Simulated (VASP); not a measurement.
**Na5PtSO2: single point with PBE**

Crystal: Na5PtSO2.

```xyz
9
Lattice="4.5724 0.0000 0.0000 0.0000 4.5724 0.0000 0.0000 0.0000 8.1246" Properties=species:S:1:pos:R:3 pbc="T T T"
O     0.0000    0.0000    1.7801
O     0.0000    0.0000    6.3445
Na    0.0000    2.2862    2.0921
Na    2.2862    0.0000    2.0921
Na    0.0000    2.2862    6.0325
Na    2.2862    0.0000    6.0325
Na    0.0000    0.0000    4.0623
S     2.2862    2.2862    4.0623
Pt    0.0000    0.0000    0.0000
```

| Quantity | Value |
| --- | --- |
| Program | VASP 6.6.1 |
| Task | single point |
| Functional | PBE |
| Potentials or basis | VASP PAW PBE potentials, release 64 (O, Na_pv, S, Pt) |
| Cutoff | 520 eV |
| k mesh | 7 × 7 × 4 |
| Occupations | methfessel-paxton, width 0.1544 eV |
| Spin | no spin polarisation |
| Dipole correction | no |
| k mesh for the DOS | 11 × 11 × 6 |
| Occupations for the DOS | tetrahedron |
| Further INCAR settings | ALGO = Normal; EDIFF = 1e-07; NBANDS = 42 |

| Property | Result |
| --- | --- |
| Valence electrons inside the program's atomic spheres | O 5.05; Na 6.06, 6.05 (each value once); S 3.71; Pt 9.80 |

Levels at points of the mesh, in eV from the Fermi level:
| k point | band 29 | band 30 | band 31 | band 32 | band 33 | band 34 |
| --- | --- | --- | --- | --- | --- | --- |
| (0.00, 0.00, 0.00) | -2.24 | -2.18 | 0.00 | 0.00 | 1.14 | 3.28 |
| (0.00, 0.00, 0.50) | -2.33 | -2.18 | 0.07 | 0.07 | 1.21 | 3.04 |

It took 7.8 min on 1 thread of Intel(R) Xeon(R) Platinum 8488C (Sapphire Rapids) (shared host), peak memory 0.62 GiB.

Caveat: spin-orbit coupling is left out, which moves the levels of the heavy elements; an odd number of electrons without spin polarisation forces a metal; a magnetic or distorted state may lie lower.
